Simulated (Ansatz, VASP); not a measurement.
# One calculation of Zn2CdTe3, two programs

```
Zn Cd Te
1.0
     6.40439    0.00000    0.00000
    -3.20220    5.54637    0.00000
     0.00000    0.00000    7.73454
Zn Cd Te
2 1 3
Cartesian
  0.0000 0.0000 5.1165
  0.0000 0.0000 2.6181
  0.0000 0.0000 0.0000
  3.2022 0.0000 0.0000
  -1.6011 2.7732 0.0000
  1.6011 2.7732 0.0000
```

Alike in both runs: functional PBE; k mesh 6 × 6 × 2; occupations gaussian, width 0.1 eV; no spin polarisation.

Ansatz relaxed the structure, and its values are those at the end. VASP's run is a single point on that final structure, the one shown.

|  | VASP | Ansatz |
| --- | --- | --- |
| version | VASP 6.6.1 | Ansatz 0.2.0 |
| potentials or method | VASP PAW PBE potentials, release 64 (Zn, Cd, Te), cutoff 520 eV | scalar-relativistic, plane waves, PAW |
| valence electrons in the cell | 54 | 92 |

Ansatz gave:

* gap on the k mesh at the Fermi level (eV): none
* pressure (GPa): 0.1
* rms of the force components (eV/Å): 0.000

Problem. What did VASP give for the same quantities?

Solution. gap on the k mesh at the Fermi level (eV): none; pressure (GPa): 0.2; rms of the force components (eV/Å): 0.003.

A gap of «none» marks a metal or a gap that the smearing closes. The functional is the same, so the differences come from potentials, cutoffs and numerics. VASP's potentials hold 54 valence electrons a cell and Ansatz's 92, so a difference there can come from the potentials and not from the codes.

The k mesh is coarse, so the values compare programs but aren't converged. Spin-orbit coupling is off throughout.
